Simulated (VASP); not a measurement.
# MgH16Cl2O8 in VASP: further runs

Runs on MgH16Cl2O8. Level: PBE+D3(BJ). Tasks: single point.

Everything below comes from runs of VASP 6.6.1. Logs are shortened: lines on timing, memory, paths and dates and some standing lists are left out, and cuts for length are marked.

## Step 1: The cell of the first run

The cell holds a disordered packing, 27 atoms: a = 6.506 Å, b = 6.506 Å, c = 6.506 Å, α = 90.00°, β = 90.00°, γ = 90.00°.

## Step 2: Single point, PBE+D3(BJ)

INCAR reads:

```
SYSTEM = MgH16Cl2O8
PREC = Accurate ; ENCUT = 520
EDIFF = 1E-6 ; ISMEAR = -1
SIGMA = 0.05 ; LREAL = .False.
LASPH = .True. ; NELM = 120
ALGO = Normal ; ISIF = 2
LWAVE = .False. ; LCHARG = .False.
GGA = PE ; IVDW = 12
NBANDS = 59 ; GGA_COMPAT = .False.
```

KPOINTS reads:

```
Automatic mesh
0
Gamma
  1 1 1
  0 0 0
```

POSCAR reads:

```
MgH16Cl2O8
1.0
    6.5061090000      0.0000000000      0.0000000000
    0.0000000000      6.5061090000      0.0000000000
    0.0000000000      0.0000000000      6.5061090000
O H Mg Cl
8 16 1 2
Direct
    0.7739187892      0.1341354718      0.6238751918
    0.0659226582      0.0564546336      0.3730955015
    0.9217183419      0.6095963040      0.9306637808
    0.1408676061     -0.0115276273      0.8466043222
    0.7164650946      0.7335720936      0.6491898614
    0.3770610053      0.5590130752      0.1757117810
    0.8807722096      0.4816703809      0.3717582967
    0.3996551549      0.8509233399      0.4679909298
    0.6914424582      0.2470754794      0.6262729382
    0.8625739286      0.1304466310      0.5028965853
    0.2082658006     -0.0084074829      0.4185297234
    0.0851353705      0.1779250855      0.2822270577
    0.8042133939      0.5145779144      0.9436515742
    1.0320300505      0.5389242633      0.8637266913
    0.1803535723      0.1368713620      0.7912102303
    0.2445086610     -0.0327845722      0.9550869806
    0.6154215984      0.8059809634      0.5598738048
    0.7799746361      0.6365094713      0.5538333280
    0.3610145480      0.5356350470      0.0305558975
    0.4122894344      0.4244472387      0.2281548004
    0.9111897756      0.5609343465      0.2471369600
    0.7800975975      0.3659637427      0.3309504959
    0.4545727715      0.8161560158      0.3324414024
    0.3644882064      0.7095177778      0.5211409769
    0.8434073269      0.9177682083      0.8441450950
    0.2845786937      0.3630587806      0.6894597063
    0.6127625590      0.0540722573      0.0652617409
```

Potentials or basis: VASP PAW PBE potentials, release 64 (O, H, Mg, Cl).

Run with:

```
> cat potpaw_PBE.64/O/POTCAR potpaw_PBE.64/H/POTCAR potpaw_PBE.64/Mg/POTCAR potpaw_PBE.64/Cl/POTCAR > POTCAR
> mpirun -np 1 vasp_gam > vasp.out
```

OUTCAR:

```text
SYSTEM = MgH16Cl2O8
   PREC = Accurate
   ENCUT = 520
   EDIFF = 1E-6
   ISMEAR = -1
   LREAL = .False.
   LASPH = .True.
   NELM = 120
   ISIF = 2
   GGA = PE
   IVDW = 12
 IVDW          = 12

 ion  position               nearest neighbor table
   1  0.774  0.134  0.624-   9 0.91  10 0.98  25 2.06
   2  0.066  0.056  0.373-  12 0.99  11 1.06
   3  0.922  0.610  0.931-  14 0.96  13 0.99  25 2.14
   4  0.141  0.988  0.847-  16 0.99  15 1.06  25 1.99
   5  0.716  0.734  0.649-  18 0.98  17 1.00  25 1.93
   6  0.377  0.559  0.176-  19 0.96  20 0.97
   7  0.881  0.482  0.372-  21 0.98  22 1.03
   8  0.400  0.851  0.468-  23 0.98  24 1.01
   9  0.691  0.247  0.626-   1 0.91
  10  0.863  0.130  0.503-   1 0.98
  11  0.208  0.992  0.419-   2 1.06
  12  0.085  0.178  0.282-   2 0.99
  13  0.804  0.515  0.944-   3 0.99
  14  0.032  0.539  0.864-   3 0.96
  15  0.180  0.137  0.791-   4 1.06  26 1.75
  16  0.245  0.967  0.955-   4 0.99
  17  0.615  0.806  0.560-   5 1.00
  18  0.780  0.637  0.554-   5 0.98
  19  0.361  0.536  0.031-   6 0.96
  20  0.412  0.424  0.228-   6 0.97
  21  0.911  0.561  0.247-   7 0.98
  22  0.780  0.366  0.331-   7 1.03
  23  0.455  0.816  0.332-   8 0.98
  24  0.364  0.710  0.521-   8 1.01
  25  0.843  0.918  0.844-   5 1.93   4 1.99   1 2.06   3 2.14  27 2.26
  26  0.285  0.363  0.689-  15 1.75
  27  0.613  0.054  0.065-  25 2.26

  LATTYP: Found a simple cubic cell.
 ALAT       =     6.5061090000

  Lattice vectors:

 A1 = (   6.5061090000,   0.0000000000,   0.0000000000)
 A2 = (   0.0000000000,   6.5061090000,   0.0000000000)
 A3 = (   0.0000000000,   0.0000000000,   6.5061090000)

Analysis of symmetry for initial positions (statically):
=====================================================================
 Subroutine PRICEL returns:
 Original cell was already a primitive cell.

 Routine SETGRP: Setting up the symmetry group for a
 simple cubic supercell.

 Subroutine GETGRP returns: Found  1 space group operations
 (whereof  1 operations were pure point group operations)
 out of a pool of 48 trial point group operations.

The static configuration has the point symmetry C_1 .

Analysis of symmetry for dynamics (positions and initial velocities):
=====================================================================
 Subroutine PRICEL returns:
 Original cell was already a primitive cell.

 Routine SETGRP: Setting up the symmetry group for a
 simple cubic supercell.

 Subroutine GETGRP returns: Found  1 space group operations
 (whereof  1 operations were pure point group operations)
 out of a pool of 48 trial point group operations.

The dynamic configuration has the point symmetry C_1 .

 Subroutine INISYM returns: Found  1 space group operations
 (whereof  1 operations are pure point group operations),
 and found     1 'primitive' translations

----------------------------------------------------------------------------------------

                                     Primitive cell

  volume of cell :     275.4000

  direct lattice vectors                    reciprocal lattice vectors
     6.506109000  0.000000000  0.000000000     0.153701698  0.000000000  0.000000000
     0.000000000  6.506109000  0.000000000     0.000000000  0.153701698  0.000000000
     0.000000000  0.000000000  6.506109000     0.000000000  0.000000000  0.153701698

  length of vectors
     6.506109000  6.506109000  6.506109000     0.153701698  0.153701698  0.153701698

  position of ions in fractional coordinates (direct lattice)
     0.773918789  0.134135472  0.623875192
     0.065922658  0.056454634  0.373095502
     0.921718342  0.609596304  0.930663781
     0.140867606  0.988472373  0.846604322
     0.716465095  0.733572094  0.649189861
     0.377061005  0.559013075  0.175711781
[... 19 lines left out ...]
     0.284578694  0.363058781  0.689459706
     0.612762559  0.054072257  0.065261741

  ion indices of the primitive-cell ions
   primitive index   ion index
                 1           1
                 2           2
                 3           3
                 4           4
                 5           5
                 6           6
[... 19 lines left out ...]
                26          26
                27          27

----------------------------------------------------------------------------------------

 KPOINTS: Automatic mesh

Automatic generation of k-mesh.
 Grid dimensions read from file:
 generate k-points for:    1    1    1

 Generating k-lattice:

  Cartesian coordinates                     Fractional coordinates (reciprocal lattice)
     0.153701698  0.000000000  0.000000000     1.000000000  0.000000000  0.000000000
     0.000000000  0.153701698  0.000000000     0.000000000  1.000000000  0.000000000
     0.000000000  0.000000000  0.153701698     0.000000000  0.000000000  1.000000000

  Length of vectors
     0.153701698  0.153701698  0.153701698

  Shift w.r.t. Gamma in fractional coordinates (k-lattice)
     0.000000000  0.000000000  0.000000000

 Subroutine IBZKPT returns following result:
 ===========================================

 Found      1 irreducible k-points:

 Following reciprocal coordinates:
            Coordinates               Weight
  0.000000  0.000000  0.000000      1.000000
   k-points           NKPTS =      1   k-points in BZ     NKDIM =      1   number of bands    NBANDS=     59
   number of dos      NEDOS =    301   number of ions     NIONS =     27
   total plane-waves  NPLWV = 110592
   dimension x,y,z NGX =    48 NGY =   48 NGZ =   48
   dimension x,y,z NGXF=    96 NGYF=   96 NGZF=   96
   ions per type =               8  16   1   2
   NGX,Y,Z   is equivalent  to a cutoff of  12.27, 12.27, 12.27 a.u.
   NGXF,Y,Z  is equivalent  to a cutoff of  24.53, 24.53, 24.53 a.u.
 SYSTEM =  MgH16Cl2O8
   PREC   = accura    normal or accurate (medium, high low for compatibility)
   ISTART =      0    job   : 0-new  1-cont  2-samecut
   ICHARG =      2    charge: 1-file 2-atom 10-const
   ISPIN  =      1    spin polarized calculation?
   LNONCOLLINEAR =      F non collinear calculations
   LSORBIT =      F    spin-orbit coupling
   LASPH  =      T    aspherical Exc in radial PAW
   ENCUT  =  520.0 eV  38.22 Ry    6.18 a.u.  12.10 12.10 12.10*2*pi/ulx,y,z
   NELM   =    120;   NELMIN=  2; NELMDL= -5     # of ELM steps
   EDIFF  = 0.1E-05   stopping-criterion for ELM
   LREAL  =      F    real-space projection
   EDIFFG = 0.1E-04   stopping-criterion for IOM
   NSW    =      0    number of steps for IOM
   IBRION =     -1    ionic relax: 0-MD 1-quasi-New 2-CG
   NFREE  =      0    steps in history (QN), initial steepest desc. (CG)
   ISIF   =      2    stress and relaxation
   ISYM   =      2    0-nonsym 1-usesym 2-fastsym
   POTIM  = 0.5000    time-step for ionic-motion
   TEBEG  =    0.0;   TEEND  =   0.0 temperature during run
   PSTRESS=    0.0 pullay stress
   NELECT =      80.0000    total number of electrons
   NUPDOWN=      -1.0000    fix difference up-down
   EMIN   =  10.00;   EMAX   =-10.00  energy-range for DOS
   EFERMI =   0.00;   METHOD = LEGACY
   ISMEAR =    -1;   SIGMA  =   0.05  broadening in eV -4-tet -1-fermi 0-gaus
   EFERMI_NEDOS =   21; number of points for ismear=-14 and -15
   IALGO  =     38    algorithm
   IMIX   =      4    mixing-type and parameters
     AMIX     =   0.40;   BMIX     =  1.00
     AMIX_MAG =   1.60;   BMIX_MAG =  1.00
  volume/ion in A,a.u.               =      10.20        68.83
  Fermi-wavevector in a.u.,A,eV,Ry     =   1.084219  2.048876 15.994054  1.175530
  Thomas-Fermi vector in A             =   2.220303
   LORBIT       =      0    0 simple, 1 ext, 2 COOP (PROOUT), +10 PAW based schemes
   GGA     = PE    functional components
   LHFCALC =     F    Hartree Fock is set to
   AEXX    =    0.0000 exact exchange contribution
   IVDW    =    12    specifies the selected vdW correction
   LEPSILON=     F    determine dielectric tensor
   LRPA    =     F    only Hartree local field effects (RPA)
 non-spin polarized calculation
  energy-cutoff  :      520.00
  volume of cell :      275.40
 maximum number of plane-waves:      3721
   NGX = 25   NGY = 25   NGZ = 25

 number of electron      80.0000013 magnetization

 Free energy of the ion-electron system (eV)
  ---------------------------------------------------
  ext. energy  EPLUGINS =         0.00000000
  ---------------------------------------------------
  free energy    TOTEN  =      -126.48489560 eV

  energy without entropy =     -126.48489560  energy(sigma->0) =     -126.48489560

 E-fermi :  -0.3454     XC(G=0):  -7.6865

 val. band max:       -1.6111526286   @ k =   0.0000   0.0000   0.0000
 cond. band min:       2.2431876753   @ k =   0.0000   0.0000   0.0000
 fundamental gap:      3.8543403039
 Fermi energy:        -0.3453897506

 k-point     1 :       0.0000    0.0000    0.0000
  band No.  band energies     occupation
      1     -21.9905      2.00000
      2     -21.7616      2.00000
      3     -21.4740      2.00000
      4     -21.0964      2.00000
      5     -21.0706      2.00000
      6     -20.6190      2.00000
[... 44 lines left out ...]
     51       7.6207      0.00000
     52       7.8822      0.00000
 [bands above 52 left out]

------------------------ aborting loop because EDIFF is reached ----------------------------------------

 Edisp (eV)   -1.53965

 E8    (eV) :    -0.3916

  FORCE on cell =-STRESS in cart. coord.  units (eV):
  Direction    XX          YY          ZZ          XY          YZ          ZX
  --------------------------------------------------------------------------------------
  -------------------------------------------------------------------------------------
  Total       3.13692     1.32708     6.48777    -3.95332     0.84413     0.26574
  in kB      18.24944     7.72048    37.74347   -22.99895     4.91087     1.54596
  external pressure =       21.24 kB  Pullay stress =        0.00 kB

 VOLUME and BASIS-vectors are now :
 -----------------------------------------------------------------------------
  energy-cutoff  :      520.00
  volume of cell :      275.40
      direct lattice vectors                 reciprocal lattice vectors
     6.506109000  0.000000000  0.000000000     0.153701698  0.000000000  0.000000000
     0.000000000  6.506109000  0.000000000     0.000000000  0.153701698  0.000000000
     0.000000000  0.000000000  6.506109000     0.000000000  0.000000000  0.153701698

 POSITION                                       TOTAL-FORCE (eV/Angst)
 -----------------------------------------------------------------------------------
      5.03520      0.87270      4.05900         1.540259     -2.476480      0.720358
      0.42890      0.36730      2.42740         1.024289      0.008152     -0.775811
      5.99680      3.96610      6.05500        -1.136326      0.250271      1.958089
      0.91650      6.43111      5.50810         0.287871      0.578956      0.519062
      4.66140      4.77270      4.22370        -0.558648      0.012575     -0.548577
      2.45320      3.63700      1.14320         0.180510      0.238607      0.320599
[... 19 lines left out ...]
      1.85150      2.36210      4.48570         0.314317      1.101470      0.091862
      3.98670      0.35180      0.42460        -0.475536      0.303503      0.837767
 -----------------------------------------------------------------------------------
    total drift:                                0.000977     -0.001239     -0.000776

  FREE ENERGIE OF THE ION-ELECTRON SYSTEM (eV)
  ---------------------------------------------------
  free  energy   TOTEN  =      -128.0245430509 eV

  energy  without entropy=     -128.0245430509  energy(sigma->0) =     -128.02454305
```

It took 20 s on 1 thread of Intel Xeon 6975P-C (Granite Rapids), shared host; peak memory 0.32 GiB.

Results:

| Property | Result |
| --- | --- |
| Free energy | -128.0245 eV |
| Pressure | 2.1 GPa |
| Largest force | 3.724 eV/Å |
| Dispersion energy per atom | -0.057 eV |

Forces on the atoms (eV/Å):
```
O    1.540 -2.476  0.720
O    1.024  0.008 -0.776
O   -1.136  0.250  1.958
O    0.288  0.579  0.519
O   -0.559  0.013 -0.549
O    0.181  0.239  0.321
O   -1.475 -1.605 -0.475
O   -0.280 -1.077  0.313
H   -2.387  2.846  0.275
H    1.026 -0.295 -0.395
H   -1.546  0.881 -0.552
H    0.338 -0.915  0.846
H    0.518  0.330 -0.416
H    1.173 -0.940 -0.805
H   -0.079 -1.005  0.090
H   -0.314 -0.075 -0.361
H   -0.084  0.301  0.452
H    0.588 -0.581 -0.269
H   -0.056 -0.161 -0.924
H    0.000 -0.337  0.200
H   -0.024 -0.155 -0.110
H    1.424  1.807  0.096
H   -0.217  0.067 -0.642
H   -0.351  0.941 -0.193
Mg   0.570 -0.044 -0.254
Cl   0.314  1.101  0.092
Cl  -0.476  0.304  0.838
```

Stress tensor (GPa, compression positive):
```
 1.82 -2.30  0.15
-2.30  0.77  0.49
 0.15  0.49  3.77
```

Caveat: the k points lie up to 0.97 Å⁻¹ apart, too coarse for converged energies, forces and pressures.

## Step 3: Single point, PBE+D3(BJ)

INCAR reads:

```
SYSTEM = MgH16Cl2O8
  PREC = Accurate
  ENCUT = 520
  EDIFF = 1E-6
  ISMEAR = -1
  SIGMA = 0.05
  LREAL = .FALSE.
  LASPH = .TRUE.
  NELM = 120
  ALGO = Normal
  ISIF = 2
  LWAVE = .FALSE.
  LCHARG = .FALSE.
  GGA = PE
  IVDW = 12
  NBANDS = 59
  GGA_COMPAT = .FALSE.
```

KPOINTS reads:

```
Automatic mesh
0
G
  1 1 1
  0 0 0
```

POSCAR reads:

```
MgH16Cl2O8
1.0
    6.5061090000      0.0000000000      0.0000000000
    0.0000000000      6.5061090000      0.0000000000
    0.0000000000      0.0000000000      6.5061090000
O H Mg Cl
8 16 1 2
Direct
    0.7633902229      0.1466467900      0.6595954664
    0.0436973927      0.1262966852      0.3847307200
    0.8987245679      0.6078594748      0.9646779665
    0.1344582453     -0.0161694186      0.8960808987
    0.7323117396      0.6900130324      0.6130699624
    0.3912323018      0.5336676653      0.1047938176
    0.8718728813      0.4831766575      0.3243105826
    0.3839622115      0.8305732351      0.4184221322
    0.6188645164      0.1567142512      0.6222152134
    0.8564104905      0.1192110369      0.5408609047
    0.1494902714      0.0427598124      0.3060815612
    0.1323064215      0.2405124169      0.4465188026
    0.8034448854      0.5331297093      0.8833082876
    1.0210864896      0.5334678531      0.9123579085
    0.2054991701      0.1133242619      0.9011837951
    0.2209923012     -0.1275877794      0.9368579592
    0.5853729164      0.7109472036      0.5655761377
    0.8093162903      0.6018189981      0.5127334940
    0.4139186724      0.4275827534      0.0094526544
    0.3265392572      0.4591991926      0.2260644573
    0.8852295589      0.5074154153      0.1827205785
    0.8294358425      0.3492256278      0.3415866534
    0.5050176688      0.8339393023      0.3214363608
    0.2936932043      0.7114697894      0.3845923885
    0.8366905627      0.9111129248      0.8362140874
    0.2761865810      0.3896184340      0.6847871746
    0.5910598793      0.0867184980      0.0673828244
```

Potentials or basis: VASP PAW PBE potentials, release 64 (O, H, Mg, Cl).

Run with:

```
> cat potpaw_PBE.64/O/POTCAR potpaw_PBE.64/H/POTCAR potpaw_PBE.64/Mg/POTCAR potpaw_PBE.64/Cl/POTCAR > POTCAR
> mpirun -np 1 vasp_gam > vasp.out
```

It took 19 s on 1 thread of Intel Xeon 6975P-C (Granite Rapids), shared host; peak memory 0.33 GiB.

Results (log left out):

| Item | Value |
| --- | --- |
| Free energy | -127.6632 eV |
| Pressure | 1.8 GPa |
| Largest force | 3.442 eV/Å |
| Dispersion energy per atom | -0.057 eV |

Forces in eV/Å, atoms in the order of the input:
```
O    0.371  0.031  0.103
O    1.950 -0.160 -0.930
O    1.567  0.330 -0.139
O   -1.834 -0.831 -0.155
O   -0.938  1.143  1.103
O   -1.323  0.966  3.027
O    0.695  1.985  2.611
O    0.359 -0.483 -0.256
H   -0.139  0.151 -0.154
H   -0.072  0.135 -0.592
H   -1.147  0.455  1.101
H   -0.604 -0.832  0.106
H   -1.869 -0.561 -0.965
H    0.826  0.391 -0.017
H    0.733  0.767 -0.388
H    0.996 -0.409  0.301
H    0.922 -0.230  0.106
H   -0.290  0.142 -0.648
H    0.328 -1.461 -1.512
H    0.934  0.709 -1.391
H   -0.048  0.778 -2.059
H   -0.704 -2.830  0.108
H   -1.428 -0.044  0.090
H    0.953  0.805  0.152
Mg  -0.393 -0.344  0.332
Cl  -0.221  0.032 -0.123
Cl   0.376 -0.634  0.188
```

Stress tensor (GPa, compression positive):
```
-1.58  0.48  1.21
 0.48  2.60 -0.92
 1.21 -0.92  4.52
```

Levels at points of the mesh, in eV from the Fermi level:
```tsv
k point	band 37	band 38	band 39	band 40	band 41	band 42	band 43	band 44
(0.00, 0.00, 0.00)	-1.65	-1.60	-1.36	-1.23	2.73	5.64	5.94	6.14
```

Caveat: the k points lie up to 0.97 Å⁻¹ apart, too coarse for converged energies, forces and pressures.
